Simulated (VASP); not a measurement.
A run of VASP 6.6.1:

The input INCAR:

```
  ALGO = Normal
  EDIFF = 1E-6
  ENCUT = 910
  GGA = PS
  GGA_COMPAT = False
  ISIF = 2
  ISMEAR = -1
  LASPH = True
  LCHARG = True
  LELF = True
  LREAL = False
  LVHAR = True
  LWAVE = False
  NBANDS = 26
  NELM = 120
  PREC = Accurate
  SIGMA = 0.08
```

Contents of KPOINTS:

```
k-points
0
Gamma
  12 12 8
```

Contents of POSCAR:

```
ZnO
1.0
    3.2300090308      0.0000000000      0.0000000000
   -1.6150045154      2.7972698751      0.0000000000
    0.0000000000      0.0000000000      5.2143445372
Zn O
2 2
Direct
    0.3333333333      0.6666666667      0.5000406004
    0.6666666667      0.3333333333      0.0000406004
    0.6666666667      0.3333333333      0.3789693996
    0.3333333333      0.6666666667      0.8789693996
```

Potentials or basis: VASP PAW PBE potentials, release 64 (Zn, O_h).

Run with:

```console
$ cat potpaw_PBE.64/Zn/POTCAR potpaw_PBE.64/O_h/POTCAR > POTCAR
$ mpirun -np 1 vasp_std > vasp.out
```

Hardware: 1 thread of Intel(R) Xeon(R) Platinum 8259CL CPU @ 2.50GHz (Skylake/Cascade Lake) (shared host).

**Question.** How long does it take, and how much memory?

**Answer.** Run time: 3.4 min on 1 thread of Intel(R) Xeon(R) Platinum 8259CL CPU @ 2.50GHz (Skylake/Cascade Lake) (shared host), peak memory 0.38 GiB. Counts: scf iterations 15, k points 95.
